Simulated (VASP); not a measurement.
# Mo16F (a cell with a defect) in VASP: single point with PBE+D3(BJ)

Aim: the single point of Mo16F (a cell with a defect) with PBE+D3(BJ).

Everything below comes from runs of VASP 6.6.1. Logs are shortened: lines on timing, memory, paths and dates and some standing lists are left out, and cuts for length are marked.

### 1 The cell of the first run

The cell holds a defect, 17 atoms: a = 6.300 Å, b = 6.300 Å, c = 6.300 Å, α = 90.00°, β = 90.00°, γ = 90.00°.

### 2 Single point, PBE+D3(BJ)

INCAR reads:

```
SYSTEM = Mo16F
  PREC = Accurate
  ENCUT = 520
  EDIFF = 1E-7
  ISMEAR = -1
  SIGMA = 0.1
  LREAL = Auto
  LASPH = .TRUE.
  NELM = 80
  ALGO = Normal
  ISIF = 2
  LWAVE = .FALSE.
  LCHARG = .TRUE.
  GGA = PE
  IVDW = 12
  LELF = .TRUE.
  LVHAR = .TRUE.
  NBANDS = 130
```

KPOINTS reads:

```
regular mesh
0
G
  3 3 3
  0 0 0
```

POSCAR reads:

```
Mo16F
1.0
    6.3000000000      0.0000000000      0.0000000000
    0.0000000000      6.3000000000      0.0000000000
    0.0000000000      0.0000000000      6.3000000000
Mo F
16 1
Direct
    0.0044939701      0.0045568851      0.0003571757
    0.4956362330      0.0045553632      0.0003571343
    0.0014550784      0.4972882548      0.0003661667
    0.0021538006      0.0013463666      0.5003602593
    0.2500643080      0.2460006388      0.2459442928
    0.4986745483      0.4972880541      0.0003652824
    0.4979769851      0.0013425715      0.5003588654
    0.7500631959      0.2492146255      0.2482729012
    0.0302170144      0.4749895133      0.5003840417
    0.2500645079      0.7532637493      0.2489829335
    0.2500645313      0.2459901997      0.7547927493
    0.4699034539      0.4749850045      0.5003856291
    0.7500674332      0.7756104827      0.2201698938
    0.7500645160      0.2492070100      0.7524666788
    0.2500652152      0.7532677684      0.7517550108
    0.7500653281      0.7755206238      0.7804803586
    0.7500574707      0.6252840187      0.5002927967
```

Potentials or basis: VASP PAW PBE potentials, release 64 (Mo_sv, F).

Command:

```bash
$ cat potpaw_PBE.64/Mo_sv/POTCAR potpaw_PBE.64/F/POTCAR > POTCAR
$ mpirun -np 1 vasp_std > vasp.out
```

OUTCAR:

```text
SYSTEM = Mo16F
   PREC = Accurate
   ENCUT = 520
   EDIFF = 1E-7
   ISMEAR = -1
   LREAL = Auto
   LASPH = .TRUE.
   NELM = 80
   ISIF = 2
   GGA = PE
   IVDW = 12
 IVDW          = 12

 ion  position               nearest neighbor table
   1  0.004  0.005  0.000-  13 2.56  16 2.56  11 2.66   5 2.66  15 2.71  10 2.71  14 2.72   8 2.72
                             2 3.09   3 3.10   4 3.15   4 3.15   3 3.20   2 3.21
   2  0.496  0.005  0.000-  13 2.56  16 2.56  11 2.66   5 2.66  15 2.71  10 2.71  14 2.72   8 2.72
                             1 3.09   6 3.10   7 3.15   7 3.15   6 3.20   1 3.21
   3  0.001  0.497  0.000-   5 2.71  11 2.71  14 2.72   8 2.72  16 2.74  13 2.74  15 2.74  10 2.74
                             1 3.10   6 3.13   9 3.16   9 3.16   6 3.17   1 3.20
   4  0.002  0.001  0.500-   5 2.72  11 2.72  10 2.72  15 2.72   8 2.74  14 2.74  13 2.77  16 2.77
                             9 2.99   7 3.12   1 3.15   1 3.15   7 3.18   9 3.32
   5  0.250  0.246  0.246-  12 2.56   9 2.56   1 2.66   2 2.66   3 2.71   6 2.71   4 2.72   7 2.72
                            11 3.09  10 3.10   8 3.15   8 3.15  10 3.20  11 3.21
   6  0.499  0.497  0.000-   5 2.71  11 2.71  14 2.72   8 2.72  16 2.74  13 2.74  15 2.74  10 2.74
                             2 3.10   3 3.13  12 3.16  12 3.16   3 3.17   2 3.20
   7  0.498  0.001  0.500-   5 2.72  11 2.72  10 2.72  15 2.72   8 2.74  14 2.74  13 2.77  16 2.77
                            12 2.99   4 3.12   2 3.15   2 3.15   4 3.18  12 3.32
   8  0.750  0.249  0.248-   2 2.72   1 2.72   6 2.72   3 2.72   7 2.74   4 2.74   9 2.77  12 2.77
                            13 2.99  14 3.12   5 3.15   5 3.15  14 3.18  13 3.32
   9  0.030  0.475  0.500-  17 2.00  11 2.56   5 2.56  15 2.74  10 2.74  14 2.77   8 2.77  12 2.77
                             4 2.99  16 3.13  13 3.13   3 3.16   3 3.16   4 3.32
  10  0.250  0.753  0.249-   2 2.71   1 2.71   7 2.72   4 2.72  12 2.74   9 2.74   3 2.74   6 2.74
                             5 3.10  15 3.13  13 3.16  13 3.16  15 3.17   5 3.20
  11  0.250  0.246  0.755-  12 2.56   9 2.56   1 2.66   2 2.66   6 2.71   3 2.71   4 2.72   7 2.72
                             5 3.09  15 3.10  14 3.15  14 3.15  15 3.20   5 3.21
  12  0.470  0.475  0.500-  17 2.00  11 2.56   5 2.56  15 2.74  10 2.74  14 2.77   8 2.77   9 2.77
                             7 2.99  16 3.13  13 3.13   6 3.16   6 3.16   7 3.32
  13  0.750  0.776  0.220-  17 2.00   1 2.56   2 2.56   3 2.74   6 2.74   7 2.77   4 2.77  16 2.77
                             8 2.99   9 3.13  12 3.13  10 3.16  10 3.16   8 3.32
  14  0.750  0.249  0.752-   1 2.72   2 2.72   6 2.72   3 2.72   4 2.74   7 2.74   9 2.77  12 2.77
                            16 2.99   8 3.12  11 3.15  11 3.15   8 3.18  16 3.32
  15  0.250  0.753  0.752-   2 2.71   1 2.71   7 2.72   4 2.72  12 2.74   9 2.74   6 2.74   3 2.74
                            11 3.10  10 3.13  16 3.16  16 3.16  10 3.17  11 3.20
  16  0.750  0.776  0.780-  17 2.00   2 2.56   1 2.56   3 2.74   6 2.74   7 2.77   4 2.77  13 2.77
                            14 2.99   9 3.13  12 3.13  15 3.16  15 3.16  14 3.32
  17  0.750  0.625  0.500-  13 2.00  12 2.00  16 2.00   9 2.00

  LATTYP: Found a simple cubic cell.
 ALAT       =     6.3000000000

  Lattice vectors:

 A1 = (   6.3000000000,   0.0000000000,   0.0000000000)
[... 165 lines left out ...]
   IALGO  =     38    algorithm
   IMIX   =      4    mixing-type and parameters
     AMIX     =   0.40;   BMIX     =  1.00
     AMIX_MAG =   1.60;   BMIX_MAG =  1.00
  volume/ion in A,a.u.               =      14.71        99.26
  Fermi-wavevector in a.u.,A,eV,Ry     =   1.594428  3.013032 34.588744  2.542201
  Thomas-Fermi vector in A             =   2.692504
   LORBIT       =      0    0 simple, 1 ext, 2 COOP (PROOUT), +10 PAW based schemes
   GGA     = PE    functional components
   LHFCALC =     F    Hartree Fock is set to
   AEXX    =    0.0000 exact exchange contribution
   IVDW    =    12    specifies the selected vdW correction
   LEPSILON=     F    determine dielectric tensor
   LRPA    =     F    only Hartree local field effects (RPA)
 non-spin polarized calculation
  energy-cutoff  :      520.00
  volume of cell :      250.05
 maximum number of plane-waves:      6763
   NGX = 23   NGY = 23   NGZ = 23

 number of electron     230.9999995 magnetization

 Free energy of the ion-electron system (eV)
  ---------------------------------------------------
  ext. energy  EPLUGINS =         0.00000000
  ---------------------------------------------------
  free energy    TOTEN  =      -174.71248663 eV

  energy without entropy =     -174.38296072  energy(sigma->0) =     -174.54772368

 E-fermi :  12.8866     XC(G=0): -13.4979

 val. band max:       12.8434498787   @ k =   0.0000   0.0000   0.0000
 cond. band min:      12.9136491560   @ k =   0.0000   0.3333   0.3333
 fundamental gap:      0.0701992773
 Fermi energy:        12.8866135290

 k-point     1 :       0.0000    0.0000    0.0000
  band No.  band energies     occupation
      1     -48.3797      2.00000
      2     -48.2487      2.00000
      3     -48.1550      2.00000
      4     -48.1550      2.00000
      5     -48.1024      2.00000
      6     -48.0683      2.00000
[... 1809 lines left out ...]
    126      14.2911      0.00000
    127      14.3547      0.00000
 [bands above 127 left out]

------------------------ aborting loop because EDIFF is reached ----------------------------------------

 Edisp (eV)  -11.71497

 E8    (eV) :    -5.4845

  FORCE on cell =-STRESS in cart. coord.  units (eV):
  Direction    XX          YY          ZZ          XY          YZ          ZX
  --------------------------------------------------------------------------------------
  -------------------------------------------------------------------------------------
  Total      12.14898    14.34290    12.15063     0.00099    -0.00928    -0.00026
  in kB      77.84467    91.90222    77.85524     0.00634    -0.05947    -0.00165
  external pressure =       82.53 kB  Pullay stress =        0.00 kB

 VOLUME and BASIS-vectors are now :
 -----------------------------------------------------------------------------
  energy-cutoff  :      520.00
  volume of cell :      250.05
      direct lattice vectors                 reciprocal lattice vectors
     6.300000000  0.000000000  0.000000000     0.158730159  0.000000000  0.000000000
     0.000000000  6.300000000  0.000000000     0.000000000  0.158730159  0.000000000
     0.000000000  0.000000000  6.300000000     0.000000000  0.000000000  0.158730159

 POSITION                                       TOTAL-FORCE (eV/Angst)
 -----------------------------------------------------------------------------------
      0.02831      0.02871      0.00225         0.008095      0.035031     -0.000044
      3.12251      0.02870      0.00225        -0.008039      0.035012     -0.000077
      0.00917      3.13292      0.00231         0.006796      0.006735      0.000705
      0.01357      0.00848      3.15227        -0.008564     -0.009391      0.000915
      1.57541      1.54980      1.54945        -0.000095     -0.034212     -0.007978
      3.14165      3.13291      0.00230        -0.006882      0.006697      0.000875
[... 9 lines left out ...]
      4.72541      4.88578      4.91703         0.000017      0.011537      0.011551
      4.72536      3.93929      3.15184         0.000172     -0.008058     -0.007067
 -----------------------------------------------------------------------------------
    total drift:                               -0.000143     -0.007570     -0.009918

  FREE ENERGIE OF THE ION-ELECTRON SYSTEM (eV)
  ---------------------------------------------------
  free  energy   TOTEN  =      -186.4274575898 eV

  energy  without entropy=     -186.0979316775  energy(sigma->0) =     -186.26269463
```

OSZICAR:

```text
N       E                     dE             d eps       ncg     rms          rms(c)
DAV:   1     0.313768566346E+04    0.31377E+04   -0.14375E+05  3640   0.189E+03
DAV:   2    -0.123017470394E+02   -0.31500E+04   -0.30935E+04  3804   0.602E+02
[... 11 lines left out ...]
DAV:  14    -0.174712485747E+03    0.19348E-04   -0.17147E-04  4128   0.575E-02    0.357E-02
DAV:  15    -0.174712488736E+03   -0.29889E-05   -0.28087E-05  4456   0.215E-02    0.976E-03
DAV:  16    -0.174712488327E+03    0.40859E-06   -0.90299E-06  4560   0.131E-02    0.516E-03
DAV:  17    -0.174712487148E+03    0.11789E-05   -0.22589E-06  4456   0.634E-03    0.204E-03
DAV:  18    -0.174712486736E+03    0.41271E-06   -0.44384E-07  3264   0.320E-03    0.113E-03
DAV:  19    -0.174712486633E+03    0.10265E-06   -0.71945E-08  2280   0.123E-03    0.539E-04
DAV:  20    -0.174712486634E+03   -0.78944E-09   -0.21752E-08  2264   0.651E-04
   1 F= -.18642746E+03 E0= -.18626269E+03  d E =-.329526E+00
```

stdout:

```text
POSCAR found type information on POSCAR MoF
 POSCAR found :  2 types and      17 ions
 scaLAPACK will be used
 LDA part: xc-table for (Slater+PW92), standard interpolation
 POSCAR, INCAR and KPOINTS ok, starting setup
 FFT: planning ... GRIDC
 FFT: planning ... GRID_SOFT
 FFT: planning ... GRID
 WAVECAR not read
 entering main loop
```

It took 36 min on 1 thread of Intel Xeon 8259CL, shared host; peak memory 0.5 GiB.

What came out:

```
Free energy                : -186.4275 eV
Pressure                   : 8.3 GPa
Largest force              : 0.036 eV/Å
Band gap on the k mesh     : zero (an odd number of electrons rules out a gap without spin polarisation)
Dispersion energy per atom : -0.689 eV
```

Forces in eV/Å, atoms in the order of the input:
```
Mo   0.008  0.035  0.000
Mo  -0.008  0.035  0.000
Mo   0.007  0.007  0.001
Mo  -0.009 -0.009  0.001
Mo   0.000 -0.034 -0.008
Mo  -0.007  0.007  0.001
Mo   0.008 -0.009  0.001
Mo   0.000  0.010  0.010
Mo   0.009 -0.008  0.000
Mo   0.000 -0.006 -0.007
Mo   0.000 -0.034  0.009
Mo  -0.009 -0.008  0.000
Mo   0.000  0.008 -0.009
Mo   0.000  0.010 -0.009
Mo   0.000 -0.006  0.007
Mo   0.000  0.012  0.012
F    0.000 -0.008 -0.007
```

Levels at points of the mesh, in eV from the Fermi level:
| k point | band 111 | band 112 | band 113 | band 114 | band 115 | band 116 | band 117 | band 118 | band 119 | band 120 |
| --- | --- | --- | --- | --- | --- | --- | --- | --- | --- | --- |
| (0.00, 0.00, 0.00) | -0.64 | -0.58 | -0.58 | -0.04 | -0.04 | 0.23 | 0.23 | 0.89 | 0.91 | 1.29 |

The gap in the log of VASP goes by the Fermi energy; the results here count the filled bands.